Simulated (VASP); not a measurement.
# ZnS: elastic constants with PBEsol

The system is ZnS.

```
Zn S
1.0
     0.00000    2.60429    2.60429
     2.60429    0.00000    2.60429
     2.60429    2.60429    0.00000
Zn S
1 1
Direct
  0.00000 0.00000 0.00000
  0.75000 0.75000 0.75000
```

| Property | Result |
| --- | --- |
| Program | VASP 6.6.1 |
| Task | elastic constants |
| Functional | PBEsol |
| Potentials or basis | VASP PAW PBE potentials, release 64 (Zn, S) |
| Cutoff | 600 eV |
| k mesh | 10 × 10 × 10 |
| Occupations | gaussian, width 0.01 eV |
| Spin | no spin polarisation |
| Dipole correction | no |
| Ions in elastic constants | relaxed |
| Further INCAR settings | ALGO = Normal; EDIFF = 1e-08; IBRION = 6; POTIM = 0.015; NSW = 1; ISIF = 3 |

The elastic constants C11, C12, C44 are 130, 93, 47 GPa and the voigt bulk modulus is 105 GPa. The highest phonon frequency at Γ, LO-TO splitting left out is 322 cm⁻¹.

Phonon frequencies in cm⁻¹ (negative: imaginary):
| q point | frequencies |
| --- | --- |
| (0.000, 0.000, 0.000) | 0 0 0 322 322 322 |

Elastic tensor in Voigt notation (GPa, in the Cartesian axes of the cell as first typed):
```
130  93  93   0   0   0
 93 130  93   0   0   0
 93  93 130   0   0   0
  0   0   0  47   0   0
  0   0   0   0  47   0
  0   0   0   0   0  47
```

Clamped-ion elastic tensor (GPa):
```
130  93  93   0   0   0
 93 130  93   0   0   0
 93  93 130   0   0   0
  0   0   0 100   0   0
  0   0   0   0 100   0
  0   0   0   0   0 100
```

Run time: 11 min on 1 thread of AMD EPYC 9R45 96-Core Processor (Zen 5), with other jobs on the host, peak memory 0.37 GiB.

Caveat: the cell is under stress, which shifts elastic constants; the PAW data sets were made with another functional, which shifts forces and pressure a little.
